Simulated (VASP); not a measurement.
Set up this calculation in VASP 6.6.1, as the native input.

- Task: single point
- Functional: PBEsol
- Potentials or basis: VASP PAW PBE potentials, release 64 (Ba_sv, O)
- Cutoff: 600 eV
- k mesh: 8 × 8 × 8
- Occupations: gaussian, width 0.01 eV
- Spin: no spin polarisation
- Dipole correction: no
- Further INCAR settings: ALGO = Normal; EDIFF = 1e-06; NBANDS = 15

The structure of BaO lies in POSCAR:

```
BaO
1.0
    0.0000000000      2.7450625119      2.7450625119
    2.7450625119      0.0000000000      2.7450625119
    2.7450625119      2.7450625119      0.0000000000
Ba O
1 1
Direct
    0.0000000000      0.0000000000      0.0000000000
    0.5000000000      0.5000000000      0.5000000000
```

These files were run (other wordings do the same):

INCAR

```
PREC = Accurate
ENCUT = 600
EDIFF = 1E-6
ISMEAR = 0
SIGMA = 0.01
LREAL = F
LASPH = T
NELM = 120
ALGO = Normal
ISIF = 2
LWAVE = F
LCHARG = T
GGA = PS
LELF = T
LVHAR = T
NBANDS = 15
GGA_COMPAT = F
```

KPOINTS

```
Automatic mesh
0
Gamma
  8 8 8
```

Potentials or basis: VASP PAW PBE potentials, release 64 (Ba_sv, O).

The run is started by

```bash
$ cat potpaw_PBE.64/Ba_sv/POTCAR potpaw_PBE.64/O/POTCAR > POTCAR
$ mpirun -np 1 vasp_std > vasp.out
```

Results of the run:

```yaml
Pressure: 1.8 GPa
Band_gap_on_the_k_mesh: 1.77 eV
```

Caveat: the PAW data sets were made with another functional, which shifts forces and pressure a little; spin-orbit coupling is left out, which moves the levels of the heavy elements.

Run time: 7.9 s on 1 thread of Intel(R) Xeon(R) 6975P-C (Granite Rapids), with other jobs on the host, peak memory 0.18 GiB.
